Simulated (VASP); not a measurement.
# Cu4Mo (P-3m1) in VASP: notebook, part 2 of 2

VASP 6.6.1. Earlier steps stand in the parts before.

## Step 4: Relaxation of cell and atoms, PBE

INCAR

```
SYSTEM = Cu4Mo
PREC     = Accurate       ! precision mode
ENCUT    = 600            ! plane-wave cutoff, eV
EDIFF    = 1E-6           ! SCF threshold, eV
ISMEAR   = 0              ! smearing method
SIGMA    = 0.1            ! smearing width, eV
LREAL    = .False.        ! projectors in reciprocal space
LASPH    = .True.         ! aspherical terms in the spheres
NELM     = 100            ! most SCF steps
ALGO     = Normal         ! electronic algorithm
ISIF     = 3              ! what is computed and relaxed
LWAVE    = .False.        ! write WAVECAR
LCHARG   = .False.        ! write CHGCAR
GGA      = PE             ! functional
IBRION   = 2              ! ionic algorithm
NSW      = 90             ! ionic steps
EDIFFG   = -0.04          ! ionic threshold
```

KPOINTS

```
Automatic mesh
0
Gamma
  6 6 4
  0 0 0
```

POSCAR

```
Cu4Mo
1.0
    3.8697131700      0.0000000000      0.0000000000
   -1.9348565900      3.3512699100      0.0000000000
    0.0000000000      0.0000000000      5.2184075900
Cu Mo
4 1
Direct
    0.3333333300      0.6666666700      0.4713460900
    0.6666666700      0.3333333300      0.5286539100
    0.3333333300      0.6666666700      0.0201291500
    0.6666666700      0.3333333300      0.9798708500
    0.0000000000      0.0000000000      0.5000000000
```

Run with:

```
cat potpaw_PBE.64/Cu/POTCAR potpaw_PBE.64/Mo_sv/POTCAR > POTCAR
mpirun -np 1 vasp_std > vasp.out
```

It took 30 min on 1 thread of Intel Xeon Platinum 8488C (Sapphire Rapids), shared host; peak memory 0.24 GiB.

Results (log left out):

```
Free energy                           : -22.9567 eV
Relaxed volume                        : 14.30 Å³/atom
Relaxed cell                          : a = 4.141 Å, b = 4.141 Å, c = 4.813 Å, α = 90.00°, β = 90.00°, γ = 120.00°
Space group after relaxing (to 0.1 Å) : P-3m1 (No. 164)
Energy gained by relaxing             : 904.1 meV/atom
Ionic steps                           : 54
Pressure after relaxing               : -0.1 GPa
Largest force after relaxing          : 0.023 eV/Å
Band gap on the k mesh                : zero (bands 29 and 30 overlap by 0.47 eV)
```

Forces on the atoms (eV/Å):
```
Cu   0.000  0.000 -0.023
Cu   0.000  0.000  0.023
Cu   0.000  0.000  0.019
Cu   0.000  0.000 -0.019
Mo   0.000  0.000  0.000
```

Stress tensor (GPa, compression positive):
```
-0.25  0.00  0.00
 0.00 -0.25  0.00
 0.00  0.00  0.34
```

The path:
```
step  energy change (eV)  largest force (eV/Å)  pressure (GPa)  volume (Å³)
   1              0.0000                0.4576           41.20        67.67
   3             -2.7408                0.9688           -5.67        83.72
   5             -2.7489                0.9451           -4.11        82.42
   7             -3.3192                0.7769            2.37        74.00
   9             -3.3341                0.9220            1.01        74.81
  11             -3.3984                0.0685            1.28        74.50
  13             -3.4140                0.1008           -0.18        75.49
  15             -3.4149                0.0888            0.27        75.25
  17             -3.4174                0.1455            0.13        75.33
  19             -3.4284                0.3961           -0.62        75.69
  21             -3.4410                1.3893           -3.12        77.16
  23             -3.4467                1.0075           -2.21        76.60
  25             -3.4475                1.0207           -2.30        76.61
  27             -3.4504                1.0741           -2.36        76.68
  29             -3.4609                1.2940           -2.84        76.94
  31             -3.4834                1.6641           -3.92        77.34
  33             -3.5977                2.2093           -4.67        77.76
  35             -3.6218                2.3831           -4.72        77.96
  37             -3.8392                2.0644           -4.12        77.40
  39             -3.9608                1.8504           -4.06        76.90
  41             -4.4821                0.3553           -2.72        73.39
  43             -4.4950                0.2065           -1.70        72.69
  45             -4.5091                0.1685            0.21        71.46
  47             -4.5119                0.1112            0.35        71.29
  49             -4.5124                0.1762           -0.18        71.60
  51             -4.5144                0.1161            0.02        71.44
  53             -4.5192                0.0377            0.54        71.21
  54             -4.5204                0.0229           -0.05        71.50
```

Final structure:
```yaml
crystal:
  lattice:
    - [4.14147, 0.00000, 0.00000]
    - [-2.07074, 3.58662, 0.00000]
    - [0.00000, 0.00000, 4.81330]
  atoms:
    - { symbol: Cu, position: [0.33333, 0.66667, 0.33005] }
    - { symbol: Cu, position: [0.66667, 0.33333, 0.66995] }
    - { symbol: Cu, position: [0.33333, 0.66667, 0.83991] }
    - { symbol: Cu, position: [0.66667, 0.33333, 0.16009] }
    - { symbol: Mo, position: [0.00000, 0.00000, 0.50000] }
```

Levels at points of the mesh, in eV from the Fermi level:
| k point | band 25 | band 26 | band 27 | band 28 | band 29 | band 30 | band 31 | band 32 | band 33 | band 34 |
| --- | --- | --- | --- | --- | --- | --- | --- | --- | --- | --- |
| (0.00, 0.00, 0.00) | -2.01 | -1.08 | -0.94 | -0.94 | 0.44 | 0.44 | 0.86 | 2.21 | 5.50 | 6.45 |
| (0.50, 0.00, 0.00) | -1.85 | -1.75 | -0.89 | -0.20 | -0.17 | 0.54 | 0.65 | 0.68 | 0.93 | 3.90 |
| (0.00, 0.00, 0.50) | -2.17 | -2.17 | -0.40 | -0.40 | -0.01 | 0.50 | 0.50 | 5.49 | 5.49 | 5.73 |
| (0.50, 0.00, 0.50) | -1.98 | -1.71 | -1.68 | -1.14 | -0.83 | 0.28 | 0.58 | 1.22 | 1.88 | 3.10 |

## Step 5: Single point, PBE, collinear spin

This run uses another cell than the first one, of 14.23 Å³/atom.

INCAR

```
SYSTEM = Cu4Mo
PREC = Accurate ; ENCUT = 520
EDIFF = 1E-6 ; ISMEAR = 0
SIGMA = 0.1 ; LREAL = .FALSE.
LASPH = .TRUE. ; NELM = 150
ALGO = Fast ; ISIF = 2
LWAVE = .FALSE. ; LCHARG = .FALSE.
ISPIN = 2 ; MAGMOM = 0 0 0 0 1
LORBIT = 11 ; LMAXMIX = 4
GGA = PE ; NBANDS = 41
```

KPOINTS

```
Automatic mesh
0
G
  6 6 4
  0 0 0
```

POSCAR

```
Cu4Mo
1.0
    4.1288263489      0.0000000000      0.0000000000
   -2.0644131745      3.5756685060      0.0000000000
    0.0000000000      0.0000000000      4.8208171715
Cu Mo
4 1
Direct
    0.3333333333      0.6666666667      0.3294016918
    0.6666666667      0.3333333333      0.6705983082
    0.3333333333      0.6666666667      0.8405719255
    0.6666666667      0.3333333333      0.1594280745
    0.0000000000      0.0000000000      0.5000000000
```

Potentials or basis: VASP PAW PBE potentials, release 64 (Cu, Mo_sv).

Run with:

```
cat potpaw_PBE.64/Cu/POTCAR potpaw_PBE.64/Mo_sv/POTCAR > POTCAR
mpirun -np 1 vasp_std > vasp.out
```

OUTCAR:

```text
SYSTEM = Cu4Mo
   PREC = Accurate
   ENCUT = 520
   EDIFF = 1E-6
   ISMEAR = 0
   LREAL = .FALSE.
   LASPH = .TRUE.
   NELM = 150
   ISIF = 2
   ISPIN = 2
   LORBIT = 11
   GGA = PE

 ion  position               nearest neighbor table
   1  0.333  0.667  0.329-   3 2.36   3 2.46   4 2.52   4 2.52   4 2.52   5 2.52   5 2.52   5 2.52

   2  0.667  0.333  0.671-   4 2.36   4 2.46   3 2.52   3 2.52   3 2.52   5 2.52   5 2.52   5 2.52

   3  0.333  0.667  0.841-   1 2.36   1 2.46   2 2.52   2 2.52   2 2.52   5 2.89   5 2.89   5 2.89
[... 2351 lines left out ...]
    -2.064413174  3.575668506  0.000000000     0.000000000  0.279667983  0.000000000
     0.000000000  0.000000000  4.820817171     0.000000000  0.000000000  0.207433712

 POSITION                                       TOTAL-FORCE (eV/Angst)
 -----------------------------------------------------------------------------------
     -0.00000      2.38378      1.58799        -0.000000     -0.000000      0.056988
      2.06441      1.19189      3.23283         0.000000      0.000000     -0.056988
     -0.00000      2.38378      4.05224        -0.000000      0.000000      0.008620
      2.06441      1.19189      0.76857         0.000000     -0.000000     -0.008620
      0.00000      0.00000      2.41041        -0.000000      0.000000     -0.000000
 -----------------------------------------------------------------------------------
    total drift:                               -0.000000      0.000000      0.000000

  FREE ENERGIE OF THE ION-ELECTRON SYSTEM (eV)
  ---------------------------------------------------
  free  energy   TOTEN  =       -22.9689954569 eV

  energy  without entropy=      -22.9498954699  energy(sigma->0) =      -22.95944546

 total charge

# of ion       s       p       d       tot
------------------------------------------
    1        0.542   0.450   9.124  10.117
    2        0.542   0.450   9.124  10.117
    3        0.440   0.348   9.153   9.942
    4        0.440   0.348   9.153   9.942
    5        2.301   6.124   3.851  12.276
--------------------------------------------------
tot          4.266   7.720  40.406  52.392

 magnetization (x)

# of ion       s       p       d       tot
------------------------------------------
    1       -0.003  -0.005   0.031   0.023
    2       -0.003  -0.005   0.031   0.023
    3       -0.004  -0.007   0.026   0.016
    4       -0.004  -0.007   0.026   0.016
    5        0.011   0.004   0.589   0.603
--------------------------------------------------
tot         -0.004  -0.019   0.704   0.682
```

It took 1.9 min on 1 thread of Intel Xeon Platinum 8488C (Sapphire Rapids), shared host; peak memory 0.27 GiB.

What came out:

```
Free energy                                           : -22.9690 eV
Pressure                                              : 0.8 GPa
Largest force                                         : 0.057 eV/Å
Net moment                                            : 0.73 μB per cell
Site moments                                          : Cu +0.02; Mo +0.60 μB
Valence electrons inside the program's atomic spheres : Cu 10.12, 9.94 (each value once); Mo 12.28
```

Forces on the atoms (eV/Å):
```
Cu   0.000  0.000  0.057
Cu   0.000  0.000 -0.057
Cu   0.000  0.000  0.009
Cu   0.000  0.000 -0.009
Mo   0.000  0.000  0.000
```

Levels at points of the mesh, in eV from the Fermi level:
Spin up:
| k point | band 25 | band 26 | band 27 | band 28 | band 29 | band 30 | band 31 | band 32 | band 33 | band 34 |
| --- | --- | --- | --- | --- | --- | --- | --- | --- | --- | --- |
| (0.00, 0.00, 0.00) | -2.01 | -1.15 | -0.98 | -0.98 | 0.35 | 0.35 | 0.83 | 2.03 | 5.58 | 6.49 |
| (0.50, 0.00, 0.00) | -1.84 | -1.76 | -0.98 | -0.33 | -0.26 | 0.46 | 0.54 | 0.69 | 0.93 | 3.87 |
| (0.00, 0.00, 0.50) | -2.17 | -2.17 | -0.45 | -0.45 | -0.29 | 0.41 | 0.41 | 5.54 | 5.54 | 5.81 |
| (0.50, 0.00, 0.50) | -1.99 | -1.72 | -1.68 | -1.15 | -0.91 | 0.00 | 0.49 | 1.16 | 1.81 | 3.14 |
Spin down:
```csv
k point,band 27,band 28,band 29,band 30,band 31,band 32
"(0.00, 0.00, 0.00)",-0.83,-0.83,0.69,0.69,0.88,2.56
"(0.50, 0.00, 0.00)",-0.74,0.02,0.04,0.70,0.72,0.93
"(0.00, 0.00, 0.50)",-0.28,-0.28,0.45,0.74,0.74,5.52
"(0.50, 0.00, 0.50)",-1.65,-1.11,-0.66,0.75,0.77,1.38
```

## Step 6: The runs side by side

```tsv
task	spin	cell	cutoff (eV)	gap on the mesh (eV)	pressure (GPa)	largest force (eV/Å)
single point	off	a = 3.870, b = 3.870, c = 5.218 Å, angles 90.0, 90.0, 120.0°, 5 atoms, atomic positions A	520	none	41.2	0.46
single point	off	a = 4.129, b = 4.129, c = 4.821 Å, angles 90.0, 90.0, 120.0°, 5 atoms, atomic positions B	520	none	0.6	0.01
relaxation of cell and atoms	off	relaxed from a = 3.870, b = 3.870, c = 5.218 Å, angles 90.0, 90.0, 120.0°, 5 atoms, atomic positions A	600	none	-0.1	0.02
single point	collinear	a = 4.129, b = 4.129, c = 4.821 Å, angles 90.0, 90.0, 120.0°, 5 atoms, atomic positions B	520	none	0.8	0.06
```

Alike in all rows: level PBE; potentials or basis VASP PAW PBE potentials, release 64 (Cu, Mo_sv); k mesh 6 × 6 × 4; smearing gaussian 0.1 eV.

Caveats: the stress differs along the axes, from -10 to 67 GPa (at least some runs).

Absolute energies hang on the potentials; compare differences alone.
